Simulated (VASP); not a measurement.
A run of VASP 6.6.1 is set up as follows.

Contents of INCAR:

```
  PREC = Accurate
  ENCUT = 520
  EDIFF = 1E-7
  ISMEAR = -1
  SIGMA = 0.05
  LREAL = F
  LASPH = T
  NELM = 80
  ALGO = Normal
  ISIF = 2
  LWAVE = F
  LCHARG = T
  GGA = PE
  LELF = T
  LVHAR = T
  NBANDS = 18
```

Contents of KPOINTS:

```
Automatic mesh
0
Gamma
  12 12 7
```

Contents of POSCAR:

```
La
1.0
    3.7830588365      0.0000000000      0.0000000000
   -1.8915294182      3.2762250564      0.0000000000
    0.0000000000      0.0000000000      6.0761289130
La
2
Direct
    0.3333333333      0.6666666667      0.2500000000
    0.6666666667      0.3333333333      0.7500000000
```

Potentials or basis: VASP PAW PBE potentials, release 64 (La).

Launch:

```sh
$ cat potpaw_PBE.64/La/POTCAR > POTCAR
$ mpirun -np 1 vasp_std > vasp.out
```

(1) Estimate the pressure.

(2) Estimate the band gap on the k mesh.

## Answers

(1) 0.1 GPa.

(2) zero (bands 11 and 12 overlap by 1.34 eV).

Caveat: spin-orbit coupling is left out, which moves the levels of the heavy elements.
